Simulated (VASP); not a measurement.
A run of VASP 6.6.1:

File INCAR:

```
SYSTEM = ZnO
ALGO = Normal
EDIFF = 1E-6
ENCUT = 910
GGA = RE
GGA_COMPAT = .False.
ISIF = 2
ISMEAR = 0
IVDW = 12
LASPH = .True.
LCHARG = .False.
LREAL = .False.
LWAVE = .False.
NBANDS = 26
NELM = 120
PREC = Accurate
SIGMA = 0.05
```

KPOINTS

```
k-points
0
Gamma
  8 8 6
  0 0 0
```

File POSCAR:

```
ZnO
1.0
    3.2419811861      0.0000000000      0.0000000000
   -1.6209905930      2.8076380657      0.0000000000
    0.0000000000      0.0000000000      5.2276401393
Zn O
2 2
Direct
    0.3333333333      0.6666666667      0.0014489168
    0.6666666667      0.3333333333      0.5014489168
    0.3333333333      0.6666666667      0.3806510832
    0.6666666667      0.3333333333      0.8806510832
```

Potentials or basis: VASP PAW PBE potentials, release 64 (Zn, O_h).

Run with:

```sh
$ cat potpaw_PBE.64/Zn/POTCAR potpaw_PBE.64/O_h/POTCAR > POTCAR
$ mpirun -np 1 vasp_std > vasp.out
```

Hardware: 1 thread of Intel(R) Xeon(R) Platinum 8259CL CPU @ 2.50GHz (Skylake/Cascade Lake), on a shared host.

Task: How long does it take, and how much memory?

Result: It took 76 s on 1 thread of Intel(R) Xeon(R) Platinum 8259CL CPU @ 2.50GHz (Skylake/Cascade Lake), with other jobs on the host, peak memory 0.29 GiB. Counts: scf iterations 15, k points 40.
